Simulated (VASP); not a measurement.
# Cd (P6_3/mmc) in VASP: notebook

The runs below take Cd through single point, with RPBE.

Everything below comes from runs of VASP 6.6.1. Logs are shortened: lines on timing, memory, paths and dates and some standing lists are left out, and cuts for length are marked.

**1. The cell of the first run**

It takes space group P6_3/mmc (No. 194, hexagonal). Conventional cell: a = 3.018 Å, b = 3.018 Å, c = 5.974 Å, α = 90.00°, β = 90.00°, γ = 120.00°. Within 4.0 Å of Cd (site symmetry -6m2) lie 12 Cd at 3.02 to 3.46 Å.

**2. Single point, RPBE (volume scaled by 0.96)**

INCAR

```
PREC = Accurate ; ENCUT = 520
EDIFF = 1E-7 ; ISMEAR = -1
SIGMA = 0.1 ; LREAL = F
LASPH = T ; NELM = 60
ALGO = Normal ; ISIF = 2
LWAVE = F ; LCHARG = F
GGA = RP ; NBANDS = 19
```

KPOINTS

```
regular mesh
0
Gamma
  19 19 9
```

POSCAR

```
Cd
1.0
    3.0179517721      0.0000000000      0.0000000000
   -1.5089758860      2.6136229020      0.0000000000
    0.0000000000      0.0000000000      5.9741293558
Cd
2
Direct
    0.3333333333      0.6666666667      0.2500000000
    0.6666666667      0.3333333333      0.7500000000
```

Potentials or basis: VASP PAW PBE potentials, release 64 (Cd).

On the command line:

```sh
cat potpaw_PBE.64/Cd/POTCAR > POTCAR
mpirun -np 1 vasp_std > vasp.out
```

OUTCAR:

```text
PREC = Accurate
   ENCUT = 520
   EDIFF = 1E-7
   ISMEAR = -1
   LREAL = F
   LASPH = T
   NELM = 60
   ISIF = 2
   GGA = RP

 ion  position               nearest neighbor table
   1  0.333  0.667  0.250-   2 3.46   2 3.46   2 3.46   2 3.46   2 3.46   2 3.46
   2  0.667  0.333  0.750-   1 3.46   1 3.46   1 3.46   1 3.46   1 3.46   1 3.46

  LATTYP: Found a hexagonal cell.
 ALAT       =     3.0179517721
 C/A-ratio  =     1.9795310883

  Lattice vectors:

 A1 = (   3.0179517721,   0.0000000000,   0.0000000000)
 A2 = (  -1.5089758860,   2.6136229020,   0.0000000000)
 A3 = (   0.0000000000,   0.0000000000,   5.9741293558)

Analysis of symmetry for initial positions (statically):
=====================================================================
 Subroutine PRICEL returns:
 Original cell was already a primitive cell.

 Routine SETGRP: Setting up the symmetry group for a
 hexagonal supercell.

 Subroutine GETGRP returns: Found 24 space group operations
 (whereof 12 operations were pure point group operations)
 out of a pool of 24 trial point group operations.

The static configuration has the point symmetry D_3d.
 The point group associated with its full space group is D_6h.

Analysis of symmetry for dynamics (positions and initial velocities):
=====================================================================
 Subroutine PRICEL returns:
 Original cell was already a primitive cell.

 Routine SETGRP: Setting up the symmetry group for a
 hexagonal supercell.

 Subroutine GETGRP returns: Found 24 space group operations
 (whereof 12 operations were pure point group operations)
 out of a pool of 24 trial point group operations.

The dynamic configuration has the point symmetry D_3d.
 The point group associated with its full space group is D_6h.

 Subroutine INISYM returns: Found 24 space group operations
 (whereof 12 operations are pure point group operations),
 and found     1 'primitive' translations

----------------------------------------------------------------------------------------

                                     Primitive cell

  volume of cell :      47.1227

  direct lattice vectors                    reciprocal lattice vectors
     3.017951772  0.000000000  0.000000000     0.331350557  0.191305333  0.000000000
    -1.508975886  2.613622902  0.000000000     0.000000000  0.382610666  0.000000000
     0.000000000  0.000000000  5.974129356     0.000000000  0.000000000  0.167388408

  length of vectors
     3.017951772  3.017951772  5.974129356     0.382610666  0.382610666  0.167388408

  position of ions in fractional coordinates (direct lattice)
     0.333333333  0.666666667  0.250000000
     0.666666667  0.333333333  0.750000000

  ion indices of the primitive-cell ions
   primitive index   ion index
                 1           1
                 2           2

----------------------------------------------------------------------------------------

 KPOINTS: regular mesh

Automatic generation of k-mesh.
 Grid dimensions read from file:
 generate k-points for:   19   19    9

 Generating k-lattice:

  Cartesian coordinates                     Fractional coordinates (reciprocal lattice)
     0.017439503  0.010068702  0.000000000     0.052631579 -0.000000000  0.000000000
     0.000000000  0.020137403  0.000000000     0.000000000  0.052631579  0.000000000
     0.000000000  0.000000000  0.018598712     0.000000000  0.000000000  0.111111111

  Length of vectors
     0.020137403  0.020137403  0.018598712

  Shift w.r.t. Gamma in fractional coordinates (k-lattice)
     0.000000000  0.000000000  0.000000000

 Subroutine IBZKPT returns following result:
 ===========================================

 Found    200 irreducible k-points:

 Following reciprocal coordinates:
            Coordinates               Weight
  0.000000  0.000000  0.000000      1.000000
  0.052632 -0.000000  0.000000      6.000000
  0.105263 -0.000000  0.000000      6.000000
  0.157895  0.000000  0.000000      6.000000
  0.210526  0.000000  0.000000      6.000000
  0.263158  0.000000  0.000000      6.000000
[... 16 lines left out ...]
  0.263158  0.105263  0.000000     12.000000
  0.315789  0.105263  0.000000     12.000000
 [... further k-points ...]
   k-points           NKPTS =    200   k-points in BZ     NKDIM =    200   number of bands    NBANDS=     19
   number of dos      NEDOS =    301   number of ions     NIONS =      2
   total plane-waves  NPLWV =  27648
   dimension x,y,z NGX =    24 NGY =   24 NGZ =   48
   dimension x,y,z NGXF=    48 NGYF=   48 NGZF=   96
   ions per type =               2
   NGX,Y,Z   is equivalent  to a cutoff of  13.22, 13.22, 13.36 a.u.
   NGXF,Y,Z  is equivalent  to a cutoff of  26.44, 26.44, 26.71 a.u.
 SYSTEM =  unknown system
   PREC   = accura    normal or accurate (medium, high low for compatibility)
   ISTART =      0    job   : 0-new  1-cont  2-samecut
   ICHARG =      2    charge: 1-file 2-atom 10-const
   ISPIN  =      1    spin polarized calculation?
   LNONCOLLINEAR =      F non collinear calculations
   LSORBIT =      F    spin-orbit coupling
   LASPH  =      T    aspherical Exc in radial PAW
   ENCUT  =  520.0 eV  38.22 Ry    6.18 a.u.   5.61  5.61 11.11*2*pi/ulx,y,z
   NELM   =     60;   NELMIN=  2; NELMDL= -5     # of ELM steps
   EDIFF  = 0.1E-06   stopping-criterion for ELM
   LREAL  =      F    real-space projection
   EDIFFG = 0.1E-05   stopping-criterion for IOM
   NSW    =      0    number of steps for IOM
   IBRION =     -1    ionic relax: 0-MD 1-quasi-New 2-CG
   NFREE  =      0    steps in history (QN), initial steepest desc. (CG)
   ISIF   =      2    stress and relaxation
   ISYM   =      2    0-nonsym 1-usesym 2-fastsym
   POTIM  = 0.5000    time-step for ionic-motion
   TEBEG  =    0.0;   TEEND  =   0.0 temperature during run
   PSTRESS=    0.0 pullay stress
   NELECT =      24.0000    total number of electrons
   NUPDOWN=      -1.0000    fix difference up-down
   EMIN   =  10.00;   EMAX   =-10.00  energy-range for DOS
   EFERMI =   0.00;   METHOD = LEGACY
   ISMEAR =    -1;   SIGMA  =   0.10  broadening in eV -4-tet -1-fermi 0-gaus
   EFERMI_NEDOS =   21; number of points for ismear=-14 and -15
   IALGO  =     38    algorithm
   IMIX   =      4    mixing-type and parameters
     AMIX     =   0.40;   BMIX     =  1.00
     AMIX_MAG =   1.60;   BMIX_MAG =  1.00
  volume/ion in A,a.u.               =      23.56       159.00
  Fermi-wavevector in a.u.,A,eV,Ry     =   1.307380  2.470591 23.255669  1.709243
  Thomas-Fermi vector in A             =   2.438119
   LORBIT       =      0    0 simple, 1 ext, 2 COOP (PROOUT), +10 PAW based schemes
   GGA     = RP    functional components
   LHFCALC =     F    Hartree Fock is set to
   AEXX    =    0.0000 exact exchange contribution
   IVDW    =     0    specifies the selected vdW correction
   LEPSILON=     F    determine dielectric tensor
   LRPA    =     F    only Hartree local field effects (RPA)
 non-spin polarized calculation
  energy-cutoff  :      520.00
  volume of cell :       47.12
 maximum number of plane-waves:      1291
 NGX is ok and might be reduce to    24
   NGX = 11   NGY = 11   NGZ = 23

 number of electron      24.0000002 magnetization

 Free energy of the ion-electron system (eV)
  ---------------------------------------------------
  ext. energy  EPLUGINS =         0.00000000
  ---------------------------------------------------
  free energy    TOTEN  =        -0.70811492 eV

  energy without entropy =       -0.68757848  energy(sigma->0) =       -0.69784670

 E-fermi :   2.5172     XC(G=0): -10.4332

 val. band max:        2.4736167978   @ k =   0.2632   0.0000   0.1111
 cond. band min:       2.5187059405   @ k =   0.3684   0.2105   0.2222
 fundamental gap:      0.0450891427
 Fermi energy:         2.5172052815

 k-point     1 :       0.0000    0.0000    0.0000
  band No.  band energies     occupation
      1      -7.1367      2.00000
      2      -6.9777      2.00000
      3      -6.6095      2.00000
      4      -6.6095      2.00000
      5      -6.5778      2.00000
      6      -6.5778      2.00000
[... 11 lines left out ...]
     18      17.3200      0.00000
     19      18.0416      0.00000

 k-point     2 :       0.0526   -0.0000    0.0000
  band No.  band energies     occupation
      1      -7.1098      2.00000
      2      -6.9538      2.00000
      3      -6.6193      2.00000
      4      -6.5871      2.00000
      5      -6.5860      2.00000
      6      -6.5548      2.00000
[... 11 lines left out ...]
     18      16.8644      0.00000
     19      18.3215      0.00000

 k-point     3 :       0.1053   -0.0000    0.0000
  band No.  band energies     occupation
      1      -7.0401      2.00000
      2      -6.8955      2.00000
      3      -6.6437      2.00000
      4      -6.6067      2.00000
      5      -6.5173      2.00000
      6      -6.4878      2.00000
[... 11 lines left out ...]
     18      16.4829      0.00000
     19      17.9544      0.00000

 k-point     4 :       0.1579    0.0000    0.0000
  band No.  band energies     occupation
      1      -6.9755      2.00000
      2      -6.8358      2.00000
      3      -6.6745      2.00000
      4      -6.5893      2.00000
      5      -6.4094      2.00000
      6      -6.3827      2.00000
[... 11 lines left out ...]
     18      16.0579      0.00000
     19      16.5602      0.00000

 k-point     5 :       0.2105    0.0000    0.0000
  band No.  band energies     occupation
      1      -6.9864      2.00000
      2      -6.8362      2.00000
      3      -6.6391      2.00000
      4      -6.4988      2.00000
      5      -6.4249      2.00000
      6      -6.2718      2.00000
[... 11 lines left out ...]
     18      14.9916      0.00000
     19      15.7881      0.00000

 k-point     6 :       0.2632    0.0000    0.0000
  band No.  band energies     occupation
      1      -7.0510      2.00000
      2      -6.9067      2.00000
      3      -6.5702      2.00000
      4      -6.5356      2.00000
      5      -6.3634      2.00000
      6      -6.3504      2.00000
[... 11 lines left out ...]
     18      14.2585      0.00000
     19      15.5522      0.00000

 k-point     7 :       0.3158    0.0000    0.0000
  band No.  band energies     occupation
      1      -7.1291      2.00000
      2      -6.9887      2.00000
      3      -6.7023      2.00000
      4      -6.4361      2.00000
      5      -6.4341      2.00000
      6      -6.2682      2.00000
[... 11 lines left out ...]
     18      14.8072      0.00000
     19      15.3471      0.00000

 k-point     8 :       0.3684    0.0000    0.0000
  band No.  band energies     occupation
      1      -7.2004      2.00000
      2      -7.0618      2.00000
      3      -6.8090      2.00000
      4      -6.5078      2.00000
      5      -6.3500      2.00000
      6      -6.2970      2.00000
[... 256 lines left out ...]
 k-point    20 :       0.1053    0.1053    0.0000
  band No.  band energies     occupation
      1      -6.8976      2.00000
      2      -6.8009      2.00000
      3      -6.6829      2.00000
      4      -6.6624      2.00000
      5      -6.3443      2.00000
      6      -6.3172      2.00000
[... 11 lines left out ...]
     18      16.0909      0.00000
     19      16.6604      0.00000

 k-point    21 :       0.1579    0.1053    0.0000
  band No.  band energies     occupation
      1      -6.8809      2.00000
      2      -6.7441      2.00000
      3      -6.7263      2.00000
      4      -6.5947      2.00000
      5      -6.4426      2.00000
      6      -6.3497      2.00000
[... 11 lines left out ...]
     18      15.1157      0.00000
     19      15.1469      0.00000

 k-point    22 :       0.2105    0.1053    0.0000
  band No.  band energies     occupation
      1      -6.9497      2.00000
      2      -6.8116      2.00000
      3      -6.6089      2.00000
      4      -6.5776      2.00000
      5      -6.4651      2.00000
      6      -6.4131      2.00000
[... 11 lines left out ...]
     18      14.3426      0.00000
     19      14.5170      0.00000

 k-point    23 :       0.2632    0.1053    0.0000
  band No.  band energies     occupation
      1      -7.0282      2.00000
      2      -6.8888      2.00000
      3      -6.6980      2.00000
      4      -6.4825      2.00000
      5      -6.4711      2.00000
      6      -6.3208      2.00000
[... 11 lines left out ...]
     18      13.9400      0.00000
     19      14.6041      0.00000

 k-point    24 :       0.3158    0.1053    0.0000
  band No.  band energies     occupation
      1      -7.0980      2.00000
      2      -6.9568      2.00000
      3      -6.7947      2.00000
      4      -6.5192      2.00000
      5      -6.3761      2.00000
      6      -6.3168      2.00000
[... 11 lines left out ...]
     18      13.4652      0.00000
     19      14.4772      0.00000

 [... further k-points ...]
[... 5 lines left out ...]
  --------------------------------------------------------------------------------------
  -------------------------------------------------------------------------------------
  Total        0.7196198      0.7196198      0.2511675      0.0000000      0.0000000      0.0000000
  in kB       24.4671755     24.4671755      8.5397299      0.0000000      0.0000000      0.0000000
  external PRESSURE =      19.1580269 kB  Pullay stress =       0.0000000 kB

 VOLUME and BASIS-vectors are now :
 -----------------------------------------------------------------------------
  energy-cutoff  :      520.00
  volume of cell :       47.12
      direct lattice vectors                 reciprocal lattice vectors
     3.017951772  0.000000000  0.000000000     0.331350557  0.191305333  0.000000000
    -1.508975886  2.613622902  0.000000000     0.000000000  0.382610666  0.000000000
     0.000000000  0.000000000  5.974129356     0.000000000  0.000000000  0.167388408

 POSITION                                       TOTAL-FORCE (eV/Angst)
 -----------------------------------------------------------------------------------
     -0.00000      1.74242      1.49353         0.000000      0.000000      0.000000
      1.50898      0.87121      4.48060        -0.000000     -0.000000      0.000000
 -----------------------------------------------------------------------------------
    total drift:                                0.000000     -0.000000      0.000000

  FREE ENERGIE OF THE ION-ELECTRON SYSTEM (eV)
  ---------------------------------------------------
  free  energy   TOTEN  =        -0.7081149216 eV

  energy  without entropy=       -0.6875784800  energy(sigma->0) =       -0.69784670
```

Run time: 73 s. Hardware: 1 thread of Intel Xeon Platinum 8259CL at 2.50GHz (Skylake/Cascade Lake), shared host; peak memory 0.28 GiB.

Results:

```yaml
Free_energy: -0.7081 eV
Pressure: 1.9 GPa
Band_gap_on_the_k_mesh: zero (band 12 reaches 3.67 eV, above the bottom of band 13 at -0.26 eV)
```

Caveat: the PAW data sets were made with another functional, which shifts forces and pressure a little.

(Continued in part 2 of 3.)
